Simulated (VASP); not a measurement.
# Ti in VASP: further runs

Aim: see how the results for Ti move with the level of theory and the settings. Levels: r2SCAN, PBE. Tasks: single point.

All numbers are computed with VASP 6.6.1; they aren't measurements. Logs are shortened: lines on timing, memory, paths and dates and some standing lists are left out, and cuts for length are marked.

**1. The cell of the first run**

The structure is cubic, space group Im-3m (No. 229). The conventional cell has a = 3.248 Å, b = 3.248 Å, c = 3.248 Å, α = 90.00°, β = 90.00°, γ = 90.00°. Ti (site symmetry m-3m) has 14 Ti at 2.81 to 3.25 Å within 3.7 Å.

**2. Single point, r2SCAN (functional r2SCAN, strained)**

POSCAR

```
Ti
1.0
   -1.6238679600      1.6238679600      1.6238679600
    1.6238679600     -1.6238679600      1.6238679600
    1.6238679600      1.6238679600     -1.6238679600
Ti
1
Direct
    0.0000000000      0.0000000000      0.0000000000
```

INCAR.step1

```
  PREC = Accurate
  ENCUT = 520
  ISMEAR = 0
  SIGMA = 0.1
  LREAL = F
  LASPH = T
  NELM = 60
  NBANDS = 12
  GGA = PE
  ALGO = Normal
  EDIFF = 1E-4
  LWAVE = T
  LCHARG = F
```

INCAR.step2

```
  PREC = Accurate
  ENCUT = 520
  EDIFF = 1E-6
  ISMEAR = 0
  SIGMA = 0.1
  LREAL = F
  LASPH = T
  NELM = 60
  ALGO = Normal
  ISIF = 2
  LWAVE = F
  LCHARG = F
  METAGGA = R2SCAN
  LMIXTAU = T
  NBANDS = 12
  ISTART = 1
```

KPOINTS

```
regular mesh
0
Gamma
  18 18 18
```

Potentials or basis: VASP PAW PBE potentials, release 64 (Ti_sv).

The run is started by

```console
cat potpaw_PBE.64/Ti_sv/POTCAR > POTCAR
cp INCAR.step1 INCAR
mpirun -np 1 vasp_std > vasp.out
cp INCAR.step2 INCAR
mpirun -np 1 vasp_std > vasp.out
```

OUTCAR:

```text
PREC = Accurate
   ENCUT = 520
   EDIFF = 1E-6
   ISMEAR = 0
   LREAL = F
   LASPH = T
   NELM = 60
   ISIF = 2
   METAGGA = R2SCAN
   ISTART = 1

 ion  position               nearest neighbor table
   1  0.000  0.000  0.000-

  LATTYP: Found a body centered cubic cell.
 ALAT       =     3.2477359200

  Lattice vectors:

 A1 = (  -1.6238679600,   1.6238679600,   1.6238679600)
 A2 = (   1.6238679600,  -1.6238679600,   1.6238679600)
 A3 = (   1.6238679600,   1.6238679600,  -1.6238679600)

Analysis of symmetry for initial positions (statically):
=====================================================================
 Subroutine PRICEL returns:
 Original cell was already a primitive cell.

 Routine SETGRP: Setting up the symmetry group for a
 body centered cubic supercell.

 Subroutine GETGRP returns: Found 48 space group operations
 (whereof 48 operations were pure point group operations)
 out of a pool of 48 trial point group operations.

The static configuration has the point symmetry O_h .

Analysis of symmetry for dynamics (positions and initial velocities):
=====================================================================
 Subroutine PRICEL returns:
 Original cell was already a primitive cell.

 Routine SETGRP: Setting up the symmetry group for a
 body centered cubic supercell.

 Subroutine GETGRP returns: Found 48 space group operations
 (whereof 48 operations were pure point group operations)
 out of a pool of 48 trial point group operations.

The dynamic configuration has the point symmetry O_h .

 Subroutine INISYM returns: Found 48 space group operations
 (whereof 48 operations are pure point group operations),
 and found     1 'primitive' translations

----------------------------------------------------------------------------------------

                                     Primitive cell

  volume of cell :      17.1282

  direct lattice vectors                    reciprocal lattice vectors
    -1.623867960  1.623867960  1.623867960     0.000000000  0.307906808  0.307906808
     1.623867960 -1.623867960  1.623867960     0.307906808  0.000000000  0.307906808
     1.623867960  1.623867960 -1.623867960     0.307906808  0.307906808  0.000000000

  length of vectors
     2.812621812  2.812621812  2.812621812     0.435445984  0.435445984  0.435445984

  position of ions in fractional coordinates (direct lattice)
     0.000000000  0.000000000  0.000000000

[... 81 lines left out ...]
   ISIF   =      2    stress and relaxation
   ISYM   =      2    0-nonsym 1-usesym 2-fastsym
   POTIM  = 0.5000    time-step for ionic-motion
   TEBEG  =    0.0;   TEEND  =   0.0 temperature during run
   PSTRESS=    0.0 pullay stress
   NELECT =      12.0000    total number of electrons
   NUPDOWN=      -1.0000    fix difference up-down
   EMIN   =  10.00;   EMAX   =-10.00  energy-range for DOS
   EFERMI =   0.00;   METHOD = LEGACY
   ISMEAR =     0;   SIGMA  =   0.10  broadening in eV -4-tet -1-fermi 0-gaus
   EFERMI_NEDOS =   21; number of points for ismear=-14 and -15
   IALGO  =     38    algorithm
   IMIX   =      4    mixing-type and parameters
     AMIX     =   0.40;   BMIX     =  1.00
     AMIX_MAG =   1.60;   BMIX_MAG =  1.00
  volume/ion in A,a.u.               =      17.13       115.59
  Fermi-wavevector in a.u.,A,eV,Ry     =   1.454000  2.747662 28.764312  2.114117
  Thomas-Fermi vector in A             =   2.571202
   LORBIT       =      0    0 simple, 1 ext, 2 COOP (PROOUT), +10 PAW based schemes
   METAGGA = R2SCAN    functional components
   LHFCALC =     F    Hartree Fock is set to
   AEXX    =    0.0000 exact exchange contribution
   IVDW    =     0    specifies the selected vdW correction
   LEPSILON=     F    determine dielectric tensor
   LRPA    =     F    only Hartree local field effects (RPA)
 non-spin polarized calculation
 Gauss-broadening in eV      SIGMA  =   0.10
  energy-cutoff  :      520.00
  volume of cell :       17.13
 maximum number of plane-waves:       474
 NGX is ok and might be reduce to    24
   NGX = 11   NGY = 11   NGZ = 11

 number of electron      11.9999996 magnetization

 Free energy of the ion-electron system (eV)
  ---------------------------------------------------
  ext. energy  EPLUGINS =         0.00000000
  ---------------------------------------------------
  free energy    TOTEN  =       -12.81908782 eV

  energy without entropy =      -12.80929783  energy(sigma->0) =      -12.81419283

 E-fermi :   8.2713     XC(G=0): -12.4711

 val. band max:        8.2578884578   @ k =   0.3333   0.0000   0.0000
 cond. band min:       8.2715898827   @ k =  -0.3889   0.3889   0.1111
 fundamental gap:      0.0137014249
 Fermi energy:         8.2712547075

 k-point     1 :       0.0000    0.0000    0.0000
  band No.  band energies     occupation
      1     -50.6093      2.00000
      2     -25.3963      2.00000
      3     -25.3963      2.00000
      4     -25.3963      2.00000
      5       1.8990      2.00000
      6       9.4259      0.00000
      7       9.4259      0.00000
      8       9.4259      0.00000
      9      11.2368      0.00000
     10      11.2368      0.00000
     11      26.4574      0.00000
     12      26.4574      0.00000
[... 331 lines left out ...]
 k-point    24 :       0.3889    0.1111   -0.0000
  band No.  band energies     occupation
      1     -50.4642      2.00000
      2     -26.0771      2.00000
      3     -25.6405      2.00000
      4     -25.4326      2.00000
      5       5.8768      2.00000
      6       7.9625      1.99999
      7       8.6856      0.00000
      8      11.1695      0.00000
      9      11.7330      0.00000
     10      13.1492      0.00000
     11      17.9550      0.00000
     12      21.9699      0.00000

 [... further k-points ...]

------------------------ aborting loop because EDIFF is reached ----------------------------------------

  FORCE on cell =-STRESS in cart. coord.  units (eV):
  Direction    XX          YY          ZZ          XY          YZ          ZX
  --------------------------------------------------------------------------------------
  -------------------------------------------------------------------------------------
  Total        0.0758925      0.0758925      0.0758925     -0.0000000      0.0000000      0.0000000
  in kB        7.0990059      7.0990059      7.0990059     -0.0000000      0.0000000      0.0000000
  external PRESSURE =       7.0990059 kB  Pullay stress =       0.0000000 kB

 VOLUME and BASIS-vectors are now :
 -----------------------------------------------------------------------------
  energy-cutoff  :      520.00
  volume of cell :       17.13
      direct lattice vectors                 reciprocal lattice vectors
    -1.623867960  1.623867960  1.623867960     0.000000000  0.307906808  0.307906808
     1.623867960 -1.623867960  1.623867960     0.307906808  0.000000000  0.307906808
     1.623867960  1.623867960 -1.623867960     0.307906808  0.307906808  0.000000000

 POSITION                                       TOTAL-FORCE (eV/Angst)
 -----------------------------------------------------------------------------------
      0.00000      0.00000      0.00000        -0.000000      0.000000      0.000000
 -----------------------------------------------------------------------------------
    total drift:                                0.000000      0.000000      0.000000

  FREE ENERGIE OF THE ION-ELECTRON SYSTEM (eV)
  ---------------------------------------------------
  free  energy   TOTEN  =       -12.8190878224 eV

  energy  without entropy=      -12.8092978344  energy(sigma->0) =      -12.81419283
```

Wall time 70 s (1 thread of Intel Xeon 6975P-C (Granite Rapids), shared host); peak memory 0.17 GiB.

Results:

```
Free energy            : -12.8191 eV
Pressure               : 0.7 GPa
Band gap on the k mesh : zero (band 6 reaches 9.43 eV, above the bottom of band 7 at 7.58 eV)
```

Levels at points of the mesh, in eV from the Fermi level:
```tsv
k point	band 2	band 3	band 4	band 5	band 6	band 7	band 8	band 9	band 10	band 11
(0.00, 0.00, 0.00)	-33.67	-33.67	-33.67	-6.37	1.15	1.15	1.15	2.97	2.97	18.19
(0.50, 0.00, 0.00)	-34.40	-33.89	-33.67	-2.62	-0.35	1.00	2.98	3.34	4.56	9.33
(0.50, 0.50, 0.50)	-34.16	-34.16	-34.16	-2.32	-2.32	4.19	4.19	4.19	8.87	8.87
```

Caveat: the cell differs from its parent crystal (functional r2SCAN, strained); the PAW data sets were made with another functional, which shifts forces and pressure a little.

**3. Single point, PBE (strained)**

INCAR

```
SYSTEM = Ti
PREC = Accurate ; ENCUT = 520
EDIFF = 1E-7 ; ISMEAR = 0
SIGMA = 0.1 ; LREAL = .False.
LASPH = .True. ; NELM = 60
ALGO = Fast ; ISIF = 2
LWAVE = .False. ; LCHARG = .False.
GGA = PE ; NBANDS = 12
```

KPOINTS

```
regular mesh
0
Gamma
  16 16 16
  0 0 0
```

POSCAR

```
Ti
1.0
   -1.5397503000      1.6382103000      1.6382103000
    1.5397503000     -1.6382103000      1.6382103000
    1.5397503000      1.6382103000     -1.6382103000
Ti
1
Direct
    0.0000000000      0.0000000000      0.0000000000
```

Potentials or basis: VASP PAW PBE potentials, release 64 (Ti_sv).

The run is started by

```console
cat potpaw_PBE.64/Ti_sv/POTCAR > POTCAR
mpirun -np 1 vasp_std > vasp.out
```

It took 78 s on 1 thread of Intel Xeon 6975P-C (Granite Rapids), shared host; peak memory 0.18 GiB.

It converged, with:

```yaml
Free_energy: -7.7244 eV
Pressure: 4.7 GPa
Band_gap_on_the_k_mesh: zero (band 6 reaches 9.60 eV, above the bottom of band 7 at 7.97 eV)
```

Stress tensor (GPa, compression positive):
```
3.33 0.00 0.00
0.00 5.33 0.00
0.00 0.00 5.33
```

Levels at points of the mesh, in eV from the Fermi level:
```tsv
k point	band 2	band 3	band 4	band 5	band 6	band 7	band 8	band 9	band 10	band 11
(0.00, 0.00, 0.00)	-32.25	-32.25	-32.25	-6.07	0.71	1.20	1.20	2.56	3.14	17.38
(0.50, 0.00, 0.00)	-33.04	-32.47	-32.24	-2.58	-0.06	0.99	2.50	3.10	4.47	9.00
(0.00, 0.50, 0.00)	-33.04	-32.51	-32.28	-2.59	-0.64	1.45	2.90	3.48	4.52	9.48
(0.50, 0.50, 0.50)	-32.82	-32.82	-32.72	-2.37	-2.21	4.11	4.11	4.22	8.19	8.19
```

Caveat: the cell differs from its parent crystal (strained).

(Part 1 of 2 ends here.)
